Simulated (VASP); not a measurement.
# Cu (Fm-3m) in VASP: settings compared

The runs below take Cu through single point, with LDA, PBEsol, r2SCAN.

Program: VASP 6.6.1. These are calculated values, not measurements. Logs are shortened: lines on timing, memory, paths and dates and some standing lists are left out, and cuts for length are marked.

## 1. The cell of the first run

The structure is cubic, space group Fm-3m (No. 225). Conventional cell: a = 3.518 Å, b = 3.518 Å, c = 3.518 Å, α = 90.00°, β = 90.00°, γ = 90.00°. Cu (site symmetry m-3m) has 12 Cu at 2.49 Å within 3.3 Å.

## 2. Single point, LDA

Contents of INCAR:

```
SYSTEM = Cu
PREC = Accurate
ENCUT = 520
EDIFF = 1E-6
ISMEAR = 1
SIGMA = 0.1
LREAL = .False.
LASPH = .True.
NELM = 60
ALGO = Normal
ISIF = 2
LWAVE = .False.
LCHARG = .True.
LELF = .True.
LVHAR = .True.
NBANDS = 12
```

Contents of KPOINTS:

```
regular mesh
0
Gamma
  39 39 39
  0 0 0
```

Contents of POSCAR:

```
Cu
1.0
    0.0000000000      1.7589818850      1.7589818850
    1.7589818850      0.0000000000      1.7589818850
    1.7589818850      1.7589818850      0.0000000000
Cu
1
Direct
    0.0000000000      0.0000000000      0.0000000000
```

Potentials or basis: VASP PAW LDA potentials, release 64 (Cu).

Launch:

```
> cat potpaw_LDA.64/Cu/POTCAR > POTCAR
> mpirun -np 1 vasp_std > vasp.out
```

OUTCAR:

```text
SYSTEM = Cu
   PREC = Accurate
   ENCUT = 520
   EDIFF = 1E-6
   ISMEAR = 1
   LREAL = .False.
   LASPH = .True.
   NELM = 60
   ISIF = 2

 ion  position               nearest neighbor table
   1  0.000  0.000  0.000-

  LATTYP: Found a face centered cubic cell.
 ALAT       =     3.5179637700

  Lattice vectors:

 A1 = (   0.0000000000,   1.7589818850,   1.7589818850)
 A2 = (   1.7589818850,   0.0000000000,   1.7589818850)
 A3 = (   1.7589818850,   1.7589818850,   0.0000000000)

Analysis of symmetry for initial positions (statically):
=====================================================================
 Subroutine PRICEL returns:
 Original cell was already a primitive cell.

 Routine SETGRP: Setting up the symmetry group for a
 face centered cubic supercell.

 Subroutine GETGRP returns: Found 48 space group operations
 (whereof 48 operations were pure point group operations)
 out of a pool of 48 trial point group operations.

The static configuration has the point symmetry O_h .

Analysis of symmetry for dynamics (positions and initial velocities):
=====================================================================
 Subroutine PRICEL returns:
 Original cell was already a primitive cell.

 Routine SETGRP: Setting up the symmetry group for a
 face centered cubic supercell.

 Subroutine GETGRP returns: Found 48 space group operations
 (whereof 48 operations were pure point group operations)
 out of a pool of 48 trial point group operations.

The dynamic configuration has the point symmetry O_h .

 Subroutine INISYM returns: Found 48 space group operations
 (whereof 48 operations are pure point group operations),
 and found     1 'primitive' translations

----------------------------------------------------------------------------------------

                                     Primitive cell

  volume of cell :      10.8846

  direct lattice vectors                    reciprocal lattice vectors
     0.000000000  1.758981885  1.758981885    -0.284255344  0.284255344  0.284255344
     1.758981885  0.000000000  1.758981885     0.284255344 -0.284255344  0.284255344
     1.758981885  1.758981885  0.000000000     0.284255344  0.284255344 -0.284255344

  length of vectors
     2.487576038  2.487576038  2.487576038     0.492344697  0.492344697  0.492344697

  position of ions in fractional coordinates (direct lattice)
     0.000000000  0.000000000  0.000000000

  ion indices of the primitive-cell ions
   primitive index   ion index
                 1           1

----------------------------------------------------------------------------------------

 KPOINTS: regular mesh

Automatic generation of k-mesh.
 Grid dimensions read from file:
 generate k-points for:   39   39   39

 Generating k-lattice:

  Cartesian coordinates                     Fractional coordinates (reciprocal lattice)
    -0.007288599  0.007288599  0.007288599     0.025641026  0.000000000  0.000000000
     0.007288599 -0.007288599  0.007288599     0.000000000  0.025641026  0.000000000
     0.007288599  0.007288599 -0.007288599     0.000000000  0.000000000  0.025641026

  Length of vectors
     0.012624223  0.012624223  0.012624223

  Shift w.r.t. Gamma in fractional coordinates (k-lattice)
     0.000000000  0.000000000  0.000000000

 Subroutine IBZKPT returns following result:
 ===========================================

 Found   1540 irreducible k-points:

 Following reciprocal coordinates:
            Coordinates               Weight
  0.000000  0.000000  0.000000      1.000000
  0.025641  0.000000  0.000000      8.000000
  0.051282  0.000000  0.000000      8.000000
  0.076923  0.000000  0.000000      8.000000
  0.102564  0.000000  0.000000      8.000000
  0.128205  0.000000  0.000000      8.000000
[... 16 lines left out ...]
  0.076923  0.025641  0.000000     24.000000
  0.102564  0.025641  0.000000     24.000000
 [... further k-points ...]
   k-points           NKPTS =   1540   k-points in BZ     NKDIM =   1540   number of bands    NBANDS=     12
   number of dos      NEDOS =    301   number of ions     NIONS =      1
   total plane-waves  NPLWV =   8000
   dimension x,y,z NGX =    20 NGY =   20 NGZ =   20
   dimension x,y,z NGXF=    40 NGYF=   40 NGZF=   40
   ions per type =               1
   NGX,Y,Z   is equivalent  to a cutoff of  13.37, 13.37, 13.37 a.u.
   NGXF,Y,Z  is equivalent  to a cutoff of  26.73, 26.73, 26.73 a.u.
 SYSTEM =  Cu
   PREC   = accura    normal or accurate (medium, high low for compatibility)
   ISTART =      0    job   : 0-new  1-cont  2-samecut
   ICHARG =      2    charge: 1-file 2-atom 10-const
   ISPIN  =      1    spin polarized calculation?
   LNONCOLLINEAR =      F non collinear calculations
   LSORBIT =      F    spin-orbit coupling
   LASPH  =      T    aspherical Exc in radial PAW
   ENCUT  =  520.0 eV  38.22 Ry    6.18 a.u.   4.63  4.63  4.63*2*pi/ulx,y,z
   NELM   =     60;   NELMIN=  2; NELMDL= -5     # of ELM steps
   EDIFF  = 0.1E-05   stopping-criterion for ELM
   LREAL  =      F    real-space projection
   EDIFFG = 0.1E-04   stopping-criterion for IOM
   NSW    =      0    number of steps for IOM
   IBRION =     -1    ionic relax: 0-MD 1-quasi-New 2-CG
   NFREE  =      0    steps in history (QN), initial steepest desc. (CG)
   ISIF   =      2    stress and relaxation
   ISYM   =      2    0-nonsym 1-usesym 2-fastsym
   POTIM  = 0.5000    time-step for ionic-motion
   TEBEG  =    0.0;   TEEND  =   0.0 temperature during run
   PSTRESS=    0.0 pullay stress
   NELECT =      11.0000    total number of electrons
   NUPDOWN=      -1.0000    fix difference up-down
   EMIN   =  10.00;   EMAX   =-10.00  energy-range for DOS
   EFERMI =   0.00;   METHOD = LEGACY
   ISMEAR =     1;   SIGMA  =   0.10  broadening in eV -4-tet -1-fermi 0-gaus
   EFERMI_NEDOS =   21; number of points for ismear=-14 and -15
   IALGO  =     38    algorithm
   IMIX   =      4    mixing-type and parameters
     AMIX     =   0.40;   BMIX     =  1.00
     AMIX_MAG =   1.60;   BMIX_MAG =  1.00
  volume/ion in A,a.u.               =      10.88        73.45
  Fermi-wavevector in a.u.,A,eV,Ry     =   1.642862  3.104559 36.722054  2.698995
  Thomas-Fermi vector in A             =   2.733093
   LORBIT       =      0    0 simple, 1 ext, 2 COOP (PROOUT), +10 PAW based schemes
   GGA     = CA    functional components
   LHFCALC =     F    Hartree Fock is set to
   AEXX    =    0.0000 exact exchange contribution
   IVDW    =     0    specifies the selected vdW correction
   LEPSILON=     F    determine dielectric tensor
   LRPA    =     F    only Hartree local field effects (RPA)
 non-spin polarized calculation
 Methfessel and Paxton  Order N= 1 SIGMA  =   0.10
  energy-cutoff  :      520.00
  volume of cell :       10.88
 maximum number of plane-waves:       306
   NGX =  9   NGY =  9   NGZ =  9

 number of electron      10.9999998 magnetization

 Free energy of the ion-electron system (eV)
  ---------------------------------------------------
  ext. energy  EPLUGINS =         0.00000000
  ---------------------------------------------------
  free energy    TOTEN  =        -4.70747500 eV

  energy without entropy =       -4.70745402  energy(sigma->0) =       -4.70746801

 E-fermi :   8.4205     XC(G=0): -13.5865

 val. band max:        8.4140534316   @ k =   0.4615   0.2308   0.0000
 cond. band min:       8.4245002549   @ k =   0.4615   0.3590   0.0256
 fundamental gap:      0.0104468233
 Fermi energy:         8.4204578243

 k-point     1 :       0.0000    0.0000    0.0000
  band No.  band energies     occupation
      1      -1.5800      2.00000
      2       5.0711      2.00000
      3       5.0711      2.00000
      4       5.0711      2.00000
      5       6.0215      2.00000
      6       6.0215      2.00000
      7      31.7310      0.00000
      8      34.8542      0.00000
      9      34.8542      0.00000
     10      34.8542      0.00000
     11      37.4728      0.00000
     12      37.4728      0.00000

 k-point     2 :       0.0256    0.0000    0.0000
  band No.  band energies     occupation
      1      -1.5546      2.00000
      2       5.0651      2.00000
      3       5.0764      2.00000
      4       5.0764      2.00000
      5       6.0193      2.00000
      6       6.0193      2.00000
      7      31.6392      0.00000
      8      34.3408      0.00000
      9      34.7645      0.00000
     10      34.7645      0.00000
     11      37.5969      0.00000
     12      37.5969      0.00000

 k-point     3 :       0.0513    0.0000    0.0000
  band No.  band energies     occupation
      1      -1.4783      2.00000
      2       5.0475      2.00000
      3       5.0919      2.00000
      4       5.0919      2.00000
      5       6.0129      2.00000
      6       6.0129      2.00000
      7      31.2709      0.00000
      8      33.4907      0.00000
      9      34.5362      0.00000
     10      34.5362      0.00000
     11      37.9262      0.00000
     12      37.9262      0.00000

 k-point     4 :       0.0769    0.0000    0.0000
  band No.  band energies     occupation
      1      -1.3519      2.00000
      2       5.0194      2.00000
      3       5.1163      2.00000
      4       5.1163      2.00000
      5       6.0038      2.00000
      6       6.0038      2.00000
      7      30.4477      0.00000
      8      32.9270      0.00000
      9      34.2395      0.00000
     10      34.2395      0.00000
     11      38.3828      0.00000
     12      38.3828      0.00000

 k-point     5 :       0.1026    0.0000    0.0000
  band No.  band energies     occupation
      1      -1.1763      2.00000
      2       4.9825      2.00000
      3       5.1474      2.00000
      4       5.1474      2.00000
      5       5.9940      2.00000
      6       5.9940      2.00000
      7      29.2676      0.00000
      8      32.6613      0.00000
      9      33.9219      0.00000
     10      33.9219      0.00000
     11      38.8998      0.00000
     12      38.8999      0.00000
[... 228 lines left out ...]
      1      -1.5461      2.00000
      2       5.0601      2.00000
      3       5.0797      2.00000
      4       5.0797      2.00000
      5       6.0115      2.00000
      6       6.0254      2.00000
      7      31.6221      0.00000
      8      34.4459      0.00000
      9      34.4459      0.00000
     10      34.7017      0.00000
     11      37.6542      0.00000
     12      37.8902      0.00000

 k-point    22 :       0.0513    0.0256    0.0000
  band No.  band energies     occupation
      1      -1.4867      2.00000
      2       5.0447      2.00000
      3       5.0921      2.00000
      4       5.0933      2.00000
      5       5.9995      2.00000
      6       6.0274      2.00000
      7      31.3901      0.00000
      8      33.6678      0.00000
      9      34.0684      0.00000
     10      34.7551      0.00000
     11      37.7004      0.00000
     12      38.3100      0.00000

 k-point    23 :       0.0769    0.0256    0.0000
  band No.  band energies     occupation
      1      -1.3771      2.00000
      2       5.0197      2.00000
      3       5.1131      2.00000
      4       5.1161      2.00000
      5       5.9842      2.00000
      6       6.0259      2.00000
      7      30.7622      0.00000
      8      32.9308      0.00000
      9      33.6771      0.00000
     10      34.7829      0.00000
     11      37.8178      0.00000
     12      38.8039      0.00000

 k-point    24 :       0.1026    0.0256    0.0000
  band No.  band energies     occupation
      1      -1.2179      2.00000
      2       4.9855      2.00000
      3       5.1416      2.00000
      4       5.1459      2.00000
      5       5.9675      2.00000
      6       6.0230      2.00000
      7      29.6938      0.00000
      8      32.5354      0.00000
      9      33.2950      0.00000
     10      34.7259      0.00000
     11      38.0159      0.00000
     12      39.3327      0.00000

 [... further k-points ...]

------------------------ aborting loop because EDIFF is reached ----------------------------------------

  FORCE on cell =-STRESS in cart. coord.  units (eV):
  Direction    XX          YY          ZZ          XY          YZ          ZX
  --------------------------------------------------------------------------------------
  -------------------------------------------------------------------------------------
  Total        0.0620786      0.0620786      0.0620786     -0.0000000     -0.0000000      0.0000000
  in kB        9.1377316      9.1377316      9.1377316     -0.0000000     -0.0000000      0.0000000
  external PRESSURE =       9.1377316 kB  Pullay stress =       0.0000000 kB

 VOLUME and BASIS-vectors are now :
 -----------------------------------------------------------------------------
  energy-cutoff  :      520.00
  volume of cell :       10.88
      direct lattice vectors                 reciprocal lattice vectors
     0.000000000  1.758981885  1.758981885    -0.284255344  0.284255344  0.284255344
     1.758981885  0.000000000  1.758981885     0.284255344 -0.284255344  0.284255344
     1.758981885  1.758981885  0.000000000     0.284255344  0.284255344 -0.284255344

 POSITION                                       TOTAL-FORCE (eV/Angst)
 -----------------------------------------------------------------------------------
      0.00000      0.00000      0.00000         0.000000      0.000000      0.000000
 -----------------------------------------------------------------------------------
    total drift:                                0.000000      0.000000      0.000000

  FREE ENERGIE OF THE ION-ELECTRON SYSTEM (eV)
  ---------------------------------------------------
  free  energy   TOTEN  =        -4.7074750036 eV

  energy  without entropy=       -4.7074540215  energy(sigma->0) =       -4.70746801
```

Wall time 4 min (1 thread of Intel Xeon 8259CL, shared host); peak memory 0.3 GiB.

Results:

```
Free energy            : -4.7075 eV
Pressure               : 0.9 GPa
Band gap on the k mesh : zero (an odd number of electrons rules out a gap without spin polarisation)
```

## 3. Single point, PBEsol

This run uses another cell than the first one, of 11.31 Å³/atom.

Contents of INCAR:

```
ALGO = Normal
EDIFF = 1E-6
ENCUT = 520
GGA = PS
ISIF = 2
ISMEAR = 1
LASPH = True
LCHARG = False
LREAL = False
LWAVE = False
NBANDS = 12
NELM = 80
PREC = Accurate
SIGMA = 0.1
```

Contents of KPOINTS:

```
k-points
0
Gamma
  39 39 39
```

Contents of POSCAR:

```
Cu
1.0
    0.0000000000      1.7815755880      1.7815755880
    1.7815755880      0.0000000000      1.7815755880
    1.7815755880      1.7815755880      0.0000000000
Cu
1
Direct
    0.0000000000      0.0000000000      0.0000000000
```

Potentials or basis: VASP PAW PBE potentials, release 64 (Cu).

Launch:

```
> cat potpaw_PBE.64/Cu/POTCAR > POTCAR
> mpirun -np 1 vasp_std > vasp.out
```

Wall time 4.3 min (1 thread of Intel Xeon 8259CL, shared host); peak memory 0.31 GiB.

It converged, with:

| Item | Value |
| --- | --- |
| Free energy | -4.3084 eV |
| Pressure | 0.8 GPa |
| Band gap on the k mesh | zero (an odd number of electrons rules out a gap without spin polarisation) |

Levels at points of the mesh, in eV from the Fermi level:
| k point | band 2 | band 3 | band 4 | band 5 | band 6 | band 7 | band 8 | band 9 | band 10 | band 11 |
| --- | --- | --- | --- | --- | --- | --- | --- | --- | --- | --- |
| (0.00, 0.00, 0.00) | -3.16 | -3.16 | -3.16 | -2.27 | -2.27 | 22.93 | 25.88 | 25.88 | 25.88 | 28.40 |

Caveat: the PAW data sets were made with another functional, which shifts forces and pressure a little.

## 4. Single point, r2SCAN

This run uses another cell than the first one, of 11.46 Å³/atom.

Contents of POSCAR:

```
Cu
1.0
    0.0000000000      1.7895902800      1.7895902800
    1.7895902800      0.0000000000      1.7895902800
    1.7895902800      1.7895902800      0.0000000000
Cu
1
Direct
    0.0000000000      0.0000000000      0.0000000000
```

Contents of INCAR.step1:

```
PREC     = Accurate       # precision mode
ENCUT    = 520            # plane-wave cutoff, eV
ISMEAR   = 1              # smearing method
SIGMA    = 0.1            # smearing width, eV
LREAL    = False          # projectors in reciprocal space
LASPH    = True           # aspherical terms in the spheres
NELM     = 100            # most SCF steps
NBANDS   = 12             # bands
GGA      = PE             # functional
ALGO     = Normal         # electronic algorithm
EDIFF    = 1E-4           # SCF threshold, eV
LWAVE    = True           # write WAVECAR
LCHARG   = False          # write CHGCAR
```

Contents of INCAR.step2:

```
PREC     = Accurate       # precision mode
ENCUT    = 520            # plane-wave cutoff, eV
EDIFF    = 1E-6           # SCF threshold, eV
ISMEAR   = 1              # smearing method
SIGMA    = 0.1            # smearing width, eV
LREAL    = False          # projectors in reciprocal space
LASPH    = True           # aspherical terms in the spheres
NELM     = 100            # most SCF steps
ALGO     = Normal         # electronic algorithm
ISIF     = 2              # what is computed and relaxed
LWAVE    = False          # write WAVECAR
LCHARG   = True           # write CHGCAR
METAGGA  = R2SCAN         # meta-GGA
LMIXTAU  = True         
LELF     = True           # ELF
LVHAR    = True         
NBANDS   = 12             # bands
ISTART   = 1
```

Contents of KPOINTS:

```
regular mesh
0
Gamma
  39 39 39
```

Launch:

```
> cat potpaw_PBE.64/Cu/POTCAR > POTCAR
> cp INCAR.step1 INCAR
> mpirun -np 1 vasp_std > vasp.out
> cp INCAR.step2 INCAR
> mpirun -np 1 vasp_std > vasp.out
```

It took 14 min on 1 thread of Intel Xeon 8259CL, shared host; peak memory 0.32 GiB.

The run converged. Its results:

```
Free energy            : -10.8266 eV
Pressure               : 0.1 GPa
Band gap on the k mesh : zero (an odd number of electrons rules out a gap without spin polarisation)
```

Levels at points of the mesh, in eV from the Fermi level:
```
           k point  band 2  band 3  band 4  band 5  band 6  band 7  band 8  band 9  band 10  band 11
(0.00, 0.00, 0.00)   -3.24   -3.24   -3.24   -2.38   -2.38   23.63   26.90   26.90    26.90    29.31
```

Caveat: the PAW data sets were made with another functional, which shifts forces and pressure a little.

## 5. Overview

| level | potentials or basis | cell | gap on the mesh (eV) | pressure (GPa) |
| --- | --- | --- | --- | --- |
| LDA | VASP PAW LDA potentials, release 64 (Cu) | a = 2.488 Å, angles 60.0°, 1 atom | none | 0.9 |
| PBEsol | VASP PAW PBE potentials, release 64 (Cu) | a = 2.520 Å, angles 60.0°, 1 atom | none | 0.8 |
| r2SCAN | VASP PAW PBE potentials, release 64 (Cu) | a = 2.531 Å, angles 60.0°, 1 atom | none | 0.1 |

Alike in all rows: task single point; no spin polarisation; k mesh 39 × 39 × 39; cutoff (eV) 520; smearing methfessel-paxton 0.1 eV.

Caveats: the PAW data sets were made with another functional, which shifts forces and pressure a little (at least some runs).

Total energies depend on the potentials used, so only differences within one code and one set of settings carry meaning.
